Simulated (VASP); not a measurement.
Write the native input for VASP 6.6.1 that does the following.

```yaml
Task: single point
Functional: PBE
Potentials_or_basis: VASP PAW PBE potentials, release 64 (Co)
Cutoff: 520 eV
k_mesh: 8 × 8 × 1
Occupations: gaussian, width 0.1 eV
Spin: collinear spin, antiferromagnetic start
Starting_moments: "[3.0, -3.0] μB"
Dipole_correction: yes
Further_INCAR_settings: ALGO = Normal; EDIFF = 1e-06; NBANDS = 20
```

The structure of Co lies in POSCAR:

```
Co
1.0
    2.2740069002      0.0000000000      0.0000000000
    0.0000000000      2.2740069002      0.0000000000
    0.0000000000      0.0000000000     29.4979042800
Co
2
Direct
    0.5000000000      0.5000000000      0.3266460351
    0.5000000000      0.5000000000      0.2496660933
```

The input as run:

INCAR

```
SYSTEM = Co
PREC = Accurate
ENCUT = 520
EDIFF = 1E-6
ISMEAR = 0
SIGMA = 0.1
LREAL = .False.
LASPH = .True.
NELM = 150
ALGO = Normal
ISIF = 2
LWAVE = .False.
LCHARG = .False.
ISPIN = 2
MAGMOM = 3 -3
LORBIT = 11
LMAXMIX = 4
LDIPOL = .True.
IDIPOL = 3
DIPOL = 0.5 0.5 0.288
GGA = PE
NBANDS = 20
```

KPOINTS

```
Automatic mesh
0
Gamma
  8 8 1
  0 0 0
```

Potentials or basis: VASP PAW PBE potentials, release 64 (Co).

Run with:

```sh
$ cat potpaw_PBE.64/Co/POTCAR > POTCAR
$ mpirun -np 1 vasp_std > vasp.out
```

Results of the run:

```
Largest force                                         : 0.014 eV/Å
Band gap on the k mesh                                : zero (filled and empty bands overlap)
Net moment                                            : 0.00 μB per cell
Site moments                                          : Co +1.54, -1.54 μB
Valence electrons inside the program's atomic spheres : Co 8.19
```

It took 3 min on 1 thread of Intel(R) Xeon(R) Platinum 8259CL CPU @ 2.50GHz (Skylake/Cascade Lake), on a shared host, peak memory 0.31 GiB.
